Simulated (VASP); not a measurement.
Runs of VASP 6.6.1 on MgS (Niningerite). The structure is that of space group Fm-3m (No. 225), or close to it. The cells are those of the table. 

```tsv
task	cell	gap on the mesh (eV)	pressure (GPa)
single point	a = 3.664 Å, angles 60.0°, 2 atoms	2.94	-0.2
single point	a = 3.595 Å, angles 60.0°, 2 atoms	(a)	(b)
relaxation of cell and atoms	relaxed from a = 3.679 Å, angles 60.0°, 2 atoms	2.96	0.3
relaxation of cell and atoms	relaxed to 5 GPa from a = 3.679 Å, angles 60.0°, 2 atoms	3.07	5.0
relaxation of cell and atoms	relaxed to 20 GPa from a = 3.679 Å, angles 60.0°, 2 atoms	3.30	19.9
relaxation of cell and atoms	relaxed to 10 GPa from a = 3.679 Å, angles 60.0°, 2 atoms	3.16	10.0
single point	a = 3.453 Å, angles 60.0°, 2 atoms	3.30	19.9
single point	a = 3.540 Å, angles 60.0°, 2 atoms	3.16	9.9
```

Alike in all rows: level PBEsol; potentials or basis VASP PAW PBE potentials, release 64 (Mg, S); no spin polarisation; k mesh 7 × 7 × 7; cutoff (eV) 600; smearing gaussian 0.01 eV.

Problem. Estimate the missing entries.

Solution. (a) 3.06; (b) 4.9.

Caveats: the PAW data sets were made with another functional, which shifts forces and pressure a little; the cell is relaxed towards a set pressure, so the enthalpy falls and the energy may rise (some runs).

A k mesh can miss the band edges.
